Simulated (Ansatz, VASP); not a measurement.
# One calculation of TePb, two programs

```
CELL_PARAMETERS angstrom
4.45597 0.00000 0.00000
-2.22798 3.85898 0.00000
0.00000 0.00000 4.18920
ATOMIC_POSITIONS crystal
Pb 0.00000 0.00000 0.01910
Te 0.66667 0.33333 0.50000
```

Alike in both runs: task single point; functional PBE; k mesh 10 × 10 × 8; occupations gaussian, width 0.05 eV; no spin polarisation.

|  | VASP | Ansatz |
| --- | --- | --- |
| version | VASP 6.6.1 | Ansatz 0.2.0 |
| potentials or method | VASP PAW PBE potentials, release 64 (Pb_d, Te), cutoff 520 eV | scalar-relativistic, plane waves, PAW |
| valence electrons in the cell | 20 | 30 |

Ansatz gave:

```
gap on the k mesh at the Fermi level (eV)                     : none
pressure (GPa)                                                : 0.1
traceless stress, the component that is largest in VASP (GPa) : 0.05
rms of the force components (eV/Å)                            : 0.041
```

Task: Which values does VASP return?

Result: gap on the k mesh at the Fermi level (eV): none; pressure (GPa): 0.0; traceless stress, the component that is largest in VASP (GPa): 0.05; rms of the force components (eV/Å): 0.040.

Atom by atom the forces differ by 0.000 eV/Å (rms over components). A gap of «none» marks a metal or a gap that the smearing closes. VASP's potentials hold 20 valence electrons a cell and Ansatz's 30, so a difference there can come from the potentials and not from the codes.

Neither program's run includes spin-orbit coupling.
